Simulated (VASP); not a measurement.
# SiO2 (I4_1/amd) in VASP: a series of runs

SiO2 is run at these levels: PBEsol, PBE, r2SCAN; tasks: single point, relaxation of cell and atoms.

Everything below comes from runs of VASP 6.6.1. Logs are shortened: lines on timing, memory, paths and dates and some standing lists are left out, and cuts for length are marked.

## 1. The cell of the first run

It takes space group I4_1/amd (No. 141, tetragonal). Conventional cell: a = 3.501 Å, b = 3.501 Å, c = 8.449 Å, α = 90.00°, β = 90.00°, γ = 90.00°. Within 2.3 Å of Si (site symmetry -4m2) lie 6 O at 1.76 to 1.79 Å. O (site symmetry 2mm) has 3 Si at 1.76 to 1.79 Å and 2 O at 2.25 Å within 2.3 Å.

## 2. Single point, PBEsol

File INCAR:

```
SYSTEM = SiO2
PREC = Accurate
ENCUT = 520
EDIFF = 1E-7
ISMEAR = -1
SIGMA = 0.02
LREAL = .FALSE.
LASPH = .TRUE.
NELM = 100
ALGO = Normal
ISIF = 2
LWAVE = .FALSE.
LCHARG = .FALSE.
GGA = PS
NBANDS = 25
```

File KPOINTS:

```
regular mesh
0
G
  10 10 10
  0 0 0
```

File POSCAR:

```
SiO2
1.0
   -1.7505764998      1.7505764998      4.2245577433
    1.7505764998     -1.7505764998      4.2245577433
    1.7505764998      1.7505764998     -4.2245577433
Si O
2 4
Direct
    0.7500000000      0.2500000000      0.5000000000
    0.0000000000      0.0000000000      0.0000000000
    0.5414264689      0.0414264689      0.5000000000
    0.7914264689      0.7914264689      0.0000000000
    0.2085735311      0.2085735311      0.0000000000
    0.9585735311      0.4585735311      0.5000000000
```

Potentials or basis: VASP PAW PBE potentials, release 64 (Si, O).

The run is started by

```
cat potpaw_PBE.64/Si/POTCAR potpaw_PBE.64/O/POTCAR > POTCAR
mpirun -np 1 vasp_std > vasp.out
```

OUTCAR:

```text
SYSTEM = SiO2
   PREC = Accurate
   ENCUT = 520
   EDIFF = 1E-7
   ISMEAR = -1
   LREAL = .FALSE.
   LASPH = .TRUE.
   NELM = 100
   ISIF = 2
   GGA = PS

 ion  position               nearest neighbor table
   1  0.750  0.250  0.500-   3 1.76   6 1.76   5 1.79   4 1.79   4 1.79   5 1.79   2 2.74   2 2.74
                             2 2.74   2 2.74
   2  0.000  0.000  0.000-   4 1.76   5 1.76   3 1.79   6 1.79   3 1.79   6 1.79   1 2.74   1 2.74
                             1 2.74   1 2.74
   3  0.541  0.041  0.500-   1 1.76   2 1.79   2 1.79
   4  0.791  0.791  0.000-   2 1.76   1 1.79   1 1.79
   5  0.209  0.209  0.000-   2 1.76   1 1.79   1 1.79
   6  0.959  0.459  0.500-   1 1.76   2 1.79   2 1.79

  LATTYP: Found a body centered tetragonal cell.
 ALAT       =     3.5011529996
 C/A-ratio  =     2.4132380069

  Lattice vectors:

 A1 = (  -1.7505764998,   1.7505764998,   4.2245577433)
 A2 = (   1.7505764998,  -1.7505764998,   4.2245577433)
 A3 = (   1.7505764998,   1.7505764998,  -4.2245577433)

Analysis of symmetry for initial positions (statically):
=====================================================================
 Subroutine PRICEL returns:
 Original cell was already a primitive cell.

 Routine SETGRP: Setting up the symmetry group for a
 body centered tetragonal supercell.

 Subroutine GETGRP returns: Found 16 space group operations
 (whereof  8 operations were pure point group operations)
 out of a pool of 16 trial point group operations.

The static configuration has the point symmetry D_2d.
 The point group associated with its full space group is D_4h.

Analysis of symmetry for dynamics (positions and initial velocities):
=====================================================================
 Subroutine PRICEL returns:
 Original cell was already a primitive cell.

 Routine SETGRP: Setting up the symmetry group for a
 body centered tetragonal supercell.

 Subroutine GETGRP returns: Found 16 space group operations
 (whereof  8 operations were pure point group operations)
 out of a pool of 16 trial point group operations.

The dynamic configuration has the point symmetry D_2d.
 The point group associated with its full space group is D_4h.

 Subroutine INISYM returns: Found 16 space group operations
 (whereof  8 operations are pure point group operations),
 and found     1 'primitive' translations

----------------------------------------------------------------------------------------

                                     Primitive cell

  volume of cell :      51.7849

  direct lattice vectors                    reciprocal lattice vectors
    -1.750576500  1.750576500  4.224557743     0.000000000  0.285620194  0.118355584
     1.750576500 -1.750576500  4.224557743     0.285620194  0.000000000  0.118355584
     1.750576500  1.750576500 -4.224557743     0.285620194  0.285620194  0.000000000

  length of vectors
     4.896521652  4.896521652  4.896521652     0.309171376  0.309171376  0.403927952

  position of ions in fractional coordinates (direct lattice)
     0.750000000  0.250000000  0.500000000
     0.000000000  0.000000000  0.000000000
     0.541426469  0.041426469  0.500000000
     0.791426469  0.791426469  0.000000000
     0.208573531  0.208573531  0.000000000
     0.958573531  0.458573531  0.500000000

  ion indices of the primitive-cell ions
   primitive index   ion index
                 1           1
                 2           2
                 3           3
                 4           4
                 5           5
                 6           6

----------------------------------------------------------------------------------------

 KPOINTS: regular mesh

Automatic generation of k-mesh.
 Grid dimensions read from file:
 generate k-points for:   10   10   10

 Generating k-lattice:

  Cartesian coordinates                     Fractional coordinates (reciprocal lattice)
     0.000000000  0.028562019  0.011835558     0.100000000  0.000000000  0.000000000
     0.028562019  0.000000000  0.011835558     0.000000000  0.100000000  0.000000000
     0.028562019  0.028562019  0.000000000     0.000000000  0.000000000  0.100000000

  Length of vectors
     0.030917138  0.030917138  0.040392795

  Shift w.r.t. Gamma in fractional coordinates (k-lattice)
     0.000000000  0.000000000  0.000000000

 Subroutine IBZKPT returns following result:
 ===========================================

 Found    102 irreducible k-points:

 Following reciprocal coordinates:
            Coordinates               Weight
  0.000000  0.000000  0.000000      1.000000
  0.100000  0.000000  0.000000      8.000000
  0.200000  0.000000  0.000000      8.000000
  0.300000 -0.000000  0.000000      8.000000
  0.400000  0.000000  0.000000      8.000000
  0.500000  0.000000 -0.000000      4.000000
[... 16 lines left out ...]
  0.300000  0.300000  0.000000      8.000000
  0.400000  0.300000 -0.000000     16.000000
 [... further k-points ...]
   k-points           NKPTS =    102   k-points in BZ     NKDIM =    102   number of bands    NBANDS=     25
   number of dos      NEDOS =    301   number of ions     NIONS =      6
   total plane-waves  NPLWV =  46656
   dimension x,y,z NGX =    36 NGY =   36 NGZ =   36
   dimension x,y,z NGXF=    72 NGYF=   72 NGZF=   72
   ions per type =               2   4
   NGX,Y,Z   is equivalent  to a cutoff of  12.22, 12.22, 12.22 a.u.
   NGXF,Y,Z  is equivalent  to a cutoff of  24.45, 24.45, 24.45 a.u.
 SYSTEM =  SiO2
   PREC   = accura    normal or accurate (medium, high low for compatibility)
   ISTART =      0    job   : 0-new  1-cont  2-samecut
   ICHARG =      2    charge: 1-file 2-atom 10-const
   ISPIN  =      1    spin polarized calculation?
   LNONCOLLINEAR =      F non collinear calculations
   LSORBIT =      F    spin-orbit coupling
   LASPH  =      T    aspherical Exc in radial PAW
   ENCUT  =  520.0 eV  38.22 Ry    6.18 a.u.   9.10  9.10  9.10*2*pi/ulx,y,z
   NELM   =    100;   NELMIN=  2; NELMDL= -5     # of ELM steps
   EDIFF  = 0.1E-06   stopping-criterion for ELM
   LREAL  =      F    real-space projection
   EDIFFG = 0.1E-05   stopping-criterion for IOM
   NSW    =      0    number of steps for IOM
   IBRION =     -1    ionic relax: 0-MD 1-quasi-New 2-CG
   NFREE  =      0    steps in history (QN), initial steepest desc. (CG)
   ISIF   =      2    stress and relaxation
   ISYM   =      2    0-nonsym 1-usesym 2-fastsym
   POTIM  = 0.5000    time-step for ionic-motion
   TEBEG  =    0.0;   TEEND  =   0.0 temperature during run
   PSTRESS=    0.0 pullay stress
   NELECT =      32.0000    total number of electrons
   NUPDOWN=      -1.0000    fix difference up-down
   EMIN   =  10.00;   EMAX   =-10.00  energy-range for DOS
   EFERMI =   0.00;   METHOD = LEGACY
   ISMEAR =    -1;   SIGMA  =   0.02  broadening in eV -4-tet -1-fermi 0-gaus
   EFERMI_NEDOS =   21; number of points for ismear=-14 and -15
   IALGO  =     38    algorithm
   IMIX   =      4    mixing-type and parameters
     AMIX     =   0.40;   BMIX     =  1.00
     AMIX_MAG =   1.60;   BMIX_MAG =  1.00
  volume/ion in A,a.u.               =       8.63        58.24
  Fermi-wavevector in a.u.,A,eV,Ry     =   1.394410  2.635052 26.454868  1.944378
  Thomas-Fermi vector in A             =   2.517961
   LORBIT       =      0    0 simple, 1 ext, 2 COOP (PROOUT), +10 PAW based schemes
   GGA     = PS    functional components
   LHFCALC =     F    Hartree Fock is set to
   AEXX    =    0.0000 exact exchange contribution
   IVDW    =     0    specifies the selected vdW correction
   LEPSILON=     F    determine dielectric tensor
   LRPA    =     F    only Hartree local field effects (RPA)
 non-spin polarized calculation
  energy-cutoff  :      520.00
  volume of cell :       51.78
 maximum number of plane-waves:      1422
   NGX = 19   NGY = 19   NGZ = 19

 number of electron      32.0000010 magnetization

 Free energy of the ion-electron system (eV)
  ---------------------------------------------------
  ext. energy  EPLUGINS =         0.00000000
  ---------------------------------------------------
  free energy    TOTEN  =       -48.58936011 eV

  energy without entropy =      -48.58936011  energy(sigma->0) =      -48.58936011

 E-fermi :   6.3891     XC(G=0): -11.7521

 val. band max:        5.8847556877   @ k =  -0.4000   0.4000   0.0000
 cond. band min:      11.9655603930   @ k =   0.0000   0.0000   0.0000
 fundamental gap:      6.0808047053
 Fermi energy:         6.3890880885

 k-point     1 :       0.0000    0.0000    0.0000
  band No.  band energies     occupation
      1     -15.6053      2.00000
      2     -12.5918      2.00000
      3     -11.5198      2.00000
      4     -10.6922      2.00000
      5      -1.7826      2.00000
      6      -1.7826      2.00000
[... 17 lines left out ...]
     24      19.6221      0.00000
     25      19.6874      0.00000

 k-point     2 :       0.1000    0.0000    0.0000
  band No.  band energies     occupation
      1     -15.5251      2.00000
      2     -12.6465      2.00000
      3     -11.4843      2.00000
      4     -10.7847      2.00000
      5      -2.1406      2.00000
      6      -1.7796      2.00000
[... 17 lines left out ...]
     24      19.6363      0.00000
     25      19.7781      0.00000

 k-point     3 :       0.2000    0.0000    0.0000
  band No.  band energies     occupation
      1     -15.2930      2.00000
      2     -12.7668      2.00000
      3     -11.4745      2.00000
      4     -11.0012      2.00000
      5      -2.5399      2.00000
      6      -1.7657      2.00000
[... 552 lines left out ...]
 k-point    23 :       0.3000    0.3000    0.0000
  band No.  band energies     occupation
      1     -14.1310      2.00000
      2     -13.1231      2.00000
      3     -11.8039      2.00000
      4     -11.7136      2.00000
      5      -3.6220      2.00000
      6      -1.9878      2.00000
[... 17 lines left out ...]
     24      19.6406      0.00000
     25      20.8534      0.00000

 k-point    24 :       0.4000    0.3000   -0.0000
  band No.  band energies     occupation
      1     -13.7611      2.00000
      2     -13.0543      2.00000
      3     -12.2363      2.00000
      4     -11.7289      2.00000
      5      -3.6824      2.00000
      6      -2.4515      2.00000
[... 17 lines left out ...]
     24      19.9333      0.00000
     25      20.6169      0.00000

 [... further k-points ...]

------------------------ aborting loop because EDIFF is reached ----------------------------------------

  FORCE on cell =-STRESS in cart. coord.  units (eV):
  Direction    XX          YY          ZZ          XY          YZ          ZX
  --------------------------------------------------------------------------------------
  -------------------------------------------------------------------------------------
  Total        0.1027426      0.1027426      0.3849948      0.0000000      0.0000000      0.0000000
  in kB        3.1787591      3.1787591     11.9113795      0.0000000      0.0000000      0.0000000
  external PRESSURE =       6.0896326 kB  Pullay stress =       0.0000000 kB

 VOLUME and BASIS-vectors are now :
 -----------------------------------------------------------------------------
  energy-cutoff  :      520.00
  volume of cell :       51.78
      direct lattice vectors                 reciprocal lattice vectors
    -1.750576500  1.750576500  4.224557743     0.000000000  0.285620194  0.118355584
     1.750576500 -1.750576500  4.224557743     0.285620194  0.000000000  0.118355584
     1.750576500  1.750576500 -4.224557743     0.285620194  0.285620194  0.000000000

 POSITION                                       TOTAL-FORCE (eV/Angst)
 -----------------------------------------------------------------------------------
      0.00000      1.75058      2.11228         0.000000      0.000000      0.000000
      0.00000      0.00000      0.00000         0.000000      0.000000      0.000000
      0.00000      1.75058      0.35002         0.000000     -0.000000     -0.027217
      0.00000      0.00000      6.68685        -0.000000      0.000000     -0.027217
      0.00000      0.00000      1.76226        -0.000000      0.000000      0.027217
     -0.00000      1.75058      3.87454         0.000000     -0.000000      0.027217
 -----------------------------------------------------------------------------------
    total drift:                               -0.000000      0.000000     -0.000000

  FREE ENERGIE OF THE ION-ELECTRON SYSTEM (eV)
  ---------------------------------------------------
  free  energy   TOTEN  =       -48.5893601118 eV

  energy  without entropy=      -48.5893601118  energy(sigma->0) =      -48.58936011
```

Run time: 2.2 min. Hardware: 1 thread of Intel Xeon Platinum 8259CL at 2.50GHz (Skylake/Cascade Lake), shared host; peak memory 0.26 GiB.

Results:

- Free energy: -48.5894 eV
- Pressure: 0.6 GPa
- Largest force: 0.027 eV/Å
- Band gap on the k mesh: 6.08 eV (least direct gap 6.79 eV)

Forces on the atoms (eV/Å):
```
Si   0.000  0.000  0.000
Si   0.000  0.000  0.000
O    0.000  0.000 -0.027
O    0.000  0.000 -0.027
O    0.000  0.000  0.027
O    0.000  0.000  0.027
```

Stress tensor (GPa, compression positive):
```
0.32 0.00 0.00
0.00 0.32 0.00
0.00 0.00 1.19
```

Caveat: the PAW data sets were made with another functional, which shifts forces and pressure a little. A k mesh can miss the band edges.

[end of part 1 of 3]
